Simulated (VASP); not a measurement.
# KBr (Fm-3m) in VASP: notebook

KBr is run at these levels: PBE-based screened hybrid, HSE06; tasks: single point.

Everything below comes from runs of VASP 6.6.1. Logs are shortened: lines on timing, memory, paths and dates and some standing lists are left out, and cuts for length are marked.

### 1 The cell of the first run

The structure is cubic, space group Fm-3m (No. 225). The conventional cell has a = 6.604 Å, b = 6.604 Å, c = 6.604 Å, α = 90.00°, β = 90.00°, γ = 90.00°. Within 4.3 Å of K (site symmetry m-3m) lie 6 Br at 3.30 Å. Within 4.3 Å of Br (site symmetry m-3m) lie 6 K at 3.30 Å.

### 2 Single point, PBE-based screened hybrid

POSCAR

```
KBr
1.0
    0.0000000000      3.3022478341      3.3022478341
    3.3022478341      0.0000000000      3.3022478341
    3.3022478341      3.3022478341      0.0000000000
K Br
1 1
Direct
    0.0000000000      0.0000000000      0.0000000000
    0.5000000000      0.5000000000      0.5000000000
```

INCAR.step1

```
PREC = Accurate
ENCUT = 520
EDIFF = 1E-5
ISMEAR = 0
SIGMA = 0.01
LREAL = F
LASPH = T
NELM = 100
ALGO = Normal
ISIF = 2
LWAVE = T
LCHARG = F
GGA = PE
NBANDS = 15
```

INCAR.step2

```
PREC = Accurate
ENCUT = 520
EDIFF = 1E-6
ISMEAR = 0
SIGMA = 0.01
LREAL = F
LASPH = T
NELM = 100
ALGO = Normal
ISIF = 2
LWAVE = F
LCHARG = F
GGA = PE
LHFCALC = T
AEXX = 0.05
HFSCREEN = 0.5
PRECFOCK = Normal
ISTART = 1
NBANDS = 15
```

KPOINTS

```
regular mesh
0
Gamma
  4 4 4
```

Potentials or basis: VASP PAW PBE potentials, release 64 (K_sv, Br).

Launch:

```console
> cat potpaw_PBE.64/K_sv/POTCAR potpaw_PBE.64/Br/POTCAR > POTCAR
> cp INCAR.step1 INCAR
> mpirun -np 1 vasp_std > vasp.out
> cp INCAR.step2 INCAR
> mpirun -np 1 vasp_std > vasp.out
```

OUTCAR:

```text
PREC = Accurate
   ENCUT = 520
   EDIFF = 1E-6
   ISMEAR = 0
   LREAL = F
   LASPH = T
   NELM = 100
   ISIF = 2
   GGA = PE
   LHFCALC = T
   AEXX = 0.05
   HFSCREEN = 0.5
   PRECFOCK = Normal
   ISTART = 1

 ion  position               nearest neighbor table
   1  0.000  0.000  0.000-   2 3.30   2 3.30   2 3.30   2 3.30   2 3.30   2 3.30
   2  0.500  0.500  0.500-   1 3.30   1 3.30   1 3.30   1 3.30   1 3.30   1 3.30

  LATTYP: Found a face centered cubic cell.
 ALAT       =     6.6044956682

  Lattice vectors:

 A1 = (   0.0000000000,   3.3022478341,   3.3022478341)
 A2 = (   3.3022478341,   0.0000000000,   3.3022478341)
 A3 = (   3.3022478341,   3.3022478341,   0.0000000000)

Analysis of symmetry for initial positions (statically):
=====================================================================
 Subroutine PRICEL returns:
 Original cell was already a primitive cell.

 Routine SETGRP: Setting up the symmetry group for a
 face centered cubic supercell.

 Subroutine GETGRP returns: Found 48 space group operations
 (whereof 48 operations were pure point group operations)
 out of a pool of 48 trial point group operations.

The static configuration has the point symmetry O_h .

Analysis of symmetry for dynamics (positions and initial velocities):
=====================================================================
 Subroutine PRICEL returns:
 Original cell was already a primitive cell.

 Routine SETGRP: Setting up the symmetry group for a
 face centered cubic supercell.

 Subroutine GETGRP returns: Found 48 space group operations
 (whereof 48 operations were pure point group operations)
 out of a pool of 48 trial point group operations.

The dynamic configuration has the point symmetry O_h .

 Subroutine INISYM returns: Found 48 space group operations
 (whereof 48 operations are pure point group operations),
 and found     1 'primitive' translations

----------------------------------------------------------------------------------------

                                     Primitive cell

  volume of cell :      72.0210

  direct lattice vectors                    reciprocal lattice vectors
     0.000000000  3.302247834  3.302247834    -0.151412015  0.151412015  0.151412015
     3.302247834  0.000000000  3.302247834     0.151412015 -0.151412015  0.151412015
[... 85 lines left out ...]
   IALGO  =     38    algorithm
   IMIX   =      1    mixing-type and parameters
     AMIX     =   0.40;   BMIX     =  1.00
     AMIX_MAG =   1.60;   BMIX_MAG =  1.00
  volume/ion in A,a.u.               =      36.01       243.01
  Fermi-wavevector in a.u.,A,eV,Ry     =   0.991506  1.873674 13.375661  0.983083
  Thomas-Fermi vector in A             =   2.123252
   LORBIT       =      0    0 simple, 1 ext, 2 COOP (PROOUT), +10 PAW based schemes
   GGA     = PE    functional components
   LHFCALC =     T    Hartree Fock is set to
   PRECFOCK=normal    Normal, Fast or Accurate (Low or Medium for compatibility)
   ENCUT4O =  -1.0   cutoff for four orbital integrals eV
   NKREDX  =     1    reduce k-point grid by
   NKREDY  =     1    reduce k-point grid by
   NKREDZ  =     1    reduce k-point grid by
   AEXX    =    0.0500 exact exchange contribution
   HFSCREEN=    0.5000 screening length (either q_TF or 0.3 A-1)
   HFSCREENC=   0.5000 screening length for correlation (either q_TF or 0.3 A-1)
   ENCUTFOCK=  -1.0 apply spherical cutoff to Coloumb kernel
   IVDW    =     0    specifies the selected vdW correction
   LEPSILON=     F    determine dielectric tensor
   LRPA    =     F    only Hartree local field effects (RPA)
 non-spin polarized calculation
 Gauss-broadening in eV      SIGMA  =   0.01
  energy-cutoff  :      520.00
  volume of cell :       72.02
 maximum number of plane-waves:      1964
 NGX is ok and might be reduce to    36
  NGX = 28; NGY = 28; NGZ = 28

 number of electron      15.9999997 magnetization

 Free energy of the ion-electron system (eV)
  ---------------------------------------------------
  ext. energy  EPLUGINS =         0.00000000
  ---------------------------------------------------
  free energy    TOTEN  =        -6.31762901 eV

  energy without entropy =       -6.31762901  energy(sigma->0) =       -6.31762901

 E-fermi :  -1.7847     XC(G=0):  -7.1984

 val. band max:       -1.8471319307   @ k =   0.0000   0.0000   0.0000
 cond. band min:       2.6985365121   @ k =   0.0000   0.0000   0.0000
 fundamental gap:      4.5456684428
 Fermi energy:        -1.7847087802

 k-point     1 :       0.0000    0.0000    0.0000
  band No.  band energies     occupation
      1     -30.0196      2.00000
      2     -14.3012      2.00000
      3     -13.2463      2.00000
      4     -13.2463      2.00000
      5     -13.2463      2.00000
      6      -1.8471      2.00000
      7      -1.8471      2.00000
      8      -1.8471      2.00000
      9       2.6985      0.00000
     10       5.8973      0.00000
     11       5.8973      0.00000
     12       5.8973      0.00000
     13       6.7374      0.00000
     14       6.7374      0.00000
[... 113 lines left out ...]
      2     -14.2987      2.00000
      3     -13.3083      2.00000
      4     -13.3083      2.00000
      5     -13.1504      2.00000
      6      -2.4335      2.00000
      7      -2.4335      2.00000
      8      -2.3819      2.00000
      9       5.6661      0.00000
     10       5.6661      0.00000
     11       6.5380      0.00000
     12       7.3113      0.00000
     13       8.9935      0.00000
     14       9.1490      0.00000
     15       9.3668      0.00000

------------------------ aborting loop because EDIFF is reached ----------------------------------------

  FORCE on cell =-STRESS in cart. coord.  units (eV):
  Direction    XX          YY          ZZ          XY          YZ          ZX
  --------------------------------------------------------------------------------------
  -------------------------------------------------------------------------------------
  Total        0.3060254      0.3060254      0.3060254      0.0000000      0.0000000     -0.0000000
  in kB        6.8078354      6.8078354      6.8078354      0.0000000      0.0000000     -0.0000000
  external PRESSURE =       6.8078354 kB  Pullay stress =       0.0000000 kB

 VOLUME and BASIS-vectors are now :
 -----------------------------------------------------------------------------
  energy-cutoff  :      520.00
  volume of cell :       72.02
      direct lattice vectors                 reciprocal lattice vectors
     0.000000000  3.302247834  3.302247834    -0.151412015  0.151412015  0.151412015
     3.302247834  0.000000000  3.302247834     0.151412015 -0.151412015  0.151412015
     3.302247834  3.302247834  0.000000000     0.151412015  0.151412015 -0.151412015

 POSITION                                       TOTAL-FORCE (eV/Angst)
 -----------------------------------------------------------------------------------
      0.00000      0.00000      0.00000        -0.000000      0.000000     -0.000000
      3.30225      3.30225      3.30225         0.000000     -0.000000      0.000000
 -----------------------------------------------------------------------------------
    total drift:                                0.000000      0.000000      0.000000

  FREE ENERGIE OF THE ION-ELECTRON SYSTEM (eV)
  ---------------------------------------------------
  free  energy   TOTEN  =        -6.3176290136 eV

  energy  without entropy=       -6.3176290136  energy(sigma->0) =       -6.31762901
```

OUTCAR.step1:

```text
PREC = Accurate
   ENCUT = 520
   EDIFF = 1E-5
   ISMEAR = 0
   LREAL = F
   LASPH = T
[... 346 lines left out ...]
 -----------------------------------------------------------------------------------
      0.00000      0.00000      0.00000         0.000000      0.000000      0.000000
      3.30225      3.30225      3.30225        -0.000000     -0.000000     -0.000000
 -----------------------------------------------------------------------------------
    total drift:                                0.000000      0.000000      0.000000

  FREE ENERGIE OF THE ION-ELECTRON SYSTEM (eV)
  ---------------------------------------------------
  free  energy   TOTEN  =        -6.2153567358 eV

  energy  without entropy=       -6.2153567358  energy(sigma->0) =       -6.21535674
```

OSZICAR.step1:

```text
N       E                     dE             d eps       ncg     rms          rms(c)
DAV:   1     0.106485668779E+03    0.10649E+03   -0.69313E+03   240   0.945E+02
DAV:   2     0.110116502146E+01   -0.10538E+03   -0.97177E+02   317   0.238E+02
DAV:   3    -0.605573620544E+01   -0.71569E+01   -0.71098E+01   318   0.541E+01
DAV:   4    -0.638598515151E+01   -0.33025E+00   -0.33012E+00   382   0.974E+00
DAV:   5    -0.638868415524E+01   -0.26990E-02   -0.26990E-02   311   0.101E+00    0.310E+00
DAV:   6    -0.621651974545E+01    0.17216E+00   -0.21966E-01   289   0.224E+00    0.226E+00
DAV:   7    -0.620530875478E+01    0.11211E-01   -0.10699E-01   324   0.175E+00    0.103E+00
DAV:   8    -0.621429359777E+01   -0.89848E-02   -0.11485E-02   263   0.791E-01    0.120E-01
DAV:   9    -0.621503322725E+01   -0.73963E-03   -0.73708E-04   303   0.163E-01    0.762E-02
DAV:  10    -0.621533889998E+01   -0.30567E-03   -0.31277E-04   247   0.101E-01    0.125E-02
DAV:  11    -0.621535507477E+01   -0.16175E-04   -0.26487E-05   297   0.285E-02    0.573E-03
DAV:  12    -0.621535673581E+01   -0.16610E-05   -0.40844E-06   183   0.132E-02
   1 F= -.62153567E+01 E0= -.62153567E+01  d E =-.110637E-16
```

Run time: 4.4 min. Hardware: 1 thread of Intel Xeon Platinum 8375C at 2.90GHz (Ice Lake), shared host; peak memory 0.32 GiB.

Results:

```
Free energy            : -6.3176 eV
Pressure               : 0.7 GPa
Band gap on the k mesh : 4.55 eV, direct
```

Caveat: the PAW data sets were made with another functional, which shifts forces and pressure a little.

### 3 Single point, PBE-based screened hybrid

POSCAR is that of step 2.

INCAR.step1

```
SYSTEM = KBr
PREC = Accurate ; ENCUT = 520
EDIFF = 1E-5 ; ISMEAR = 0
SIGMA = 0.01 ; LREAL = .FALSE.
LASPH = .TRUE. ; NELM = 60
ALGO = Normal ; ISIF = 2
LWAVE = .TRUE. ; LCHARG = .FALSE.
GGA = PE ; NBANDS = 15
```

INCAR.step2

```
SYSTEM = KBr
PREC = Accurate ; ENCUT = 520
EDIFF = 1E-6 ; ISMEAR = 0
SIGMA = 0.01 ; LREAL = .FALSE.
LASPH = .TRUE. ; NELM = 60
ALGO = Normal ; ISIF = 2
LWAVE = .FALSE. ; LCHARG = .FALSE.
GGA = PE ; LHFCALC = .TRUE.
AEXX = 0.2 ; HFSCREEN = 0.5
PRECFOCK = Normal ; ISTART = 1
NBANDS = 15
```

KPOINTS

```
Automatic mesh
0
G
  4 4 4
  0 0 0
```

Potentials or basis: VASP PAW PBE potentials, release 64 (K_sv, Br).

Launch:

```console
> cat potpaw_PBE.64/K_sv/POTCAR potpaw_PBE.64/Br/POTCAR > POTCAR
> cp INCAR.step1 INCAR
> mpirun -np 1 vasp_std > vasp.out
> cp INCAR.step2 INCAR
> mpirun -np 1 vasp_std > vasp.out
```

Wall time 7 min (1 thread of Intel Xeon Platinum 8375C at 2.90GHz (Ice Lake), shared host); peak memory 0.32 GiB.

It converged, with:

* Free energy: -6.6316 eV
* Pressure: 0.5 GPa
* Band gap on the k mesh: 4.90 eV, direct

Levels at points of the mesh, in eV from the valence-band top:
| k point | band 6 | band 7 | band 8 | band 9 | band 10 | band 11 |
| --- | --- | --- | --- | --- | --- | --- |
| (0.00, 0.00, 0.00) | 0.00 | 0.00 | 0.00 | 4.90 | 8.17 | 8.17 |
| (0.50, 0.00, 0.00) | -1.17 | -0.33 | -0.33 | 7.05 | 8.79 | 10.47 |
| (0.50, 0.50, 0.00) | -0.82 | -0.29 | -0.29 | 6.35 | 7.71 | 10.01 |

Caveat: the PAW data sets were made with another functional, which shifts forces and pressure a little.

### 4 Single point, PBE-based screened hybrid

POSCAR is that of step 3.

INCAR.step1

```
SYSTEM = KBr
PREC = Accurate
ENCUT = 520
EDIFF = 1E-5
ISMEAR = 0
SIGMA = 0.01
LREAL = .False.
LASPH = .True.
NELM = 100
ALGO = Normal
ISIF = 2
LWAVE = .True.
GGA = PE
NBANDS = 15
```

INCAR.step2

```
SYSTEM = KBr
PREC = Accurate
ENCUT = 520
EDIFF = 1E-6
ISMEAR = 0
SIGMA = 0.01
LREAL = .False.
LASPH = .True.
NELM = 100
ALGO = Normal
ISIF = 2
LWAVE = .False.
LCHARG = .True.
GGA = PE
LHFCALC = .True.
AEXX = 0.1
HFSCREEN = 0.3
PRECFOCK = Normal
LELF = .True.
LVHAR = .True.
ISTART = 1
NBANDS = 15
```

KPOINTS

```
regular mesh
0
Gamma
  4 4 4
  0 0 0
```

Launch:

```console
> cat potpaw_PBE.64/K_sv/POTCAR potpaw_PBE.64/Br/POTCAR > POTCAR
> cp INCAR.step1 INCAR
> mpirun -np 1 vasp_std > vasp.out
> cp INCAR.step2 INCAR
> mpirun -np 1 vasp_std > vasp.out
```

Wall time 5.9 min (1 thread of Intel Xeon Platinum 8375C at 2.90GHz (Ice Lake), shared host); peak memory 0.32 GiB.

Results (log left out):

```
Free energy            : -6.5253 eV
Pressure               : 0.6 GPa
Band gap on the k mesh : 4.80 eV, direct
```

Levels at points of the mesh, in eV from the valence-band top:
```csv
k point,band 6,band 7,band 8,band 9,band 10,band 11
"(0.00, 0.00, 0.00)",0.00,0.00,0.00,4.80,8.04,8.04
"(0.50, 0.00, 0.00)",-1.19,-0.33,-0.33,6.95,8.67,10.30
"(0.50, 0.50, 0.00)",-0.83,-0.29,-0.29,6.25,7.60,9.90
```

Caveat: the PAW data sets were made with another functional, which shifts forces and pressure a little.

### 5 Single point, HSE06

POSCAR is that of step 4.

INCAR.step1

```
  ALGO = Normal
  EDIFF = 1E-5
  ENCUT = 520
  GGA = PE
  ISIF = 2
  ISMEAR = 1
  LASPH = True
  LREAL = False
  LWAVE = True
  NBANDS = 15
  NELM = 60
  PREC = Accurate
  SIGMA = 0.05
```

INCAR.step2

```
  ALGO = Normal
  EDIFF = 1E-6
  ENCUT = 520
  GGA = PE
  HFSCREEN = 0.2079
  ISIF = 2
  ISMEAR = 1
  ISTART = 1
  LASPH = True
  LCHARG = True
  LELF = True
  LHFCALC = True
  LREAL = False
  LVHAR = True
  LWAVE = False
  NBANDS = 15
  NELM = 60
  PREC = Accurate
  PRECFOCK = Normal
  SIGMA = 0.05
```

KPOINTS

```
k-points
0
Gamma
  4 4 4
```

Launch:

```console
> cat potpaw_PBE.64/K_sv/POTCAR potpaw_PBE.64/Br/POTCAR > POTCAR
> cp INCAR.step1 INCAR
> mpirun -np 1 vasp_std > vasp.out
> cp INCAR.step2 INCAR
> mpirun -np 1 vasp_std > vasp.out
```

Wall time 8.8 min (1 thread of Intel Xeon Platinum 8375C at 2.90GHz (Ice Lake), shared host); peak memory 0.32 GiB.

Results (log left out):

```yaml
Free_energy: -7.1693 eV
Pressure: 0.5 GPa
Band_gap_on_the_k_mesh: 5.59 eV, direct
```

Levels at points of the mesh, in eV from the valence-band top:
| k point | band 5 | band 6 | band 7 | band 8 | band 9 | band 10 | band 11 | band 12 |
| --- | --- | --- | --- | --- | --- | --- | --- | --- |
| (0.00, 0.00, 0.00) | -12.09 | 0.00 | 0.00 | 0.00 | 5.59 | 8.97 | 8.97 | 8.97 |
| (0.50, 0.00, 0.00) | -11.84 | -1.23 | -0.34 | -0.34 | 7.74 | 9.58 | 11.37 | 11.37 |
| (0.50, 0.50, 0.00) | -12.13 | -0.86 | -0.31 | -0.31 | 7.07 | 8.48 | 10.77 | 10.97 |

Caveat: the PAW data sets were made with another functional, which shifts forces and pressure a little.

### 6 Summary

| level | smearing | share of exact exchange | screening parameter | gap on the mesh (eV) | pressure (GPa) |
| --- | --- | --- | --- | --- | --- |
| PBE-based screened hybrid | gaussian 0.01 eV | 0.05 | 0.5 1/Å | 4.55 | 0.7 |
| PBE-based screened hybrid | gaussian 0.01 eV | 0.2 | 0.5 1/Å | 4.90 | 0.5 |
| PBE-based screened hybrid | gaussian 0.01 eV | 0.1 | 0.3 1/Å | 4.80 | 0.6 |
| HSE06 | methfessel-paxton 0.05 eV | - | 0.2079 1/Å | 5.59 | 0.5 |

Alike in all rows: task single point; potentials or basis VASP PAW PBE potentials, release 64 (K_sv, Br); no spin polarisation; cell as given; k mesh 4 × 4 × 4; cutoff (eV) 520.

On the cell as given the gap runs from 4.55 eV (PBE-based screened hybrid) to 5.59 eV (HSE06).

Caveats: the PAW data sets were made with another functional, which shifts forces and pressure a little.

Absolute energies hang on the potentials; compare differences alone.
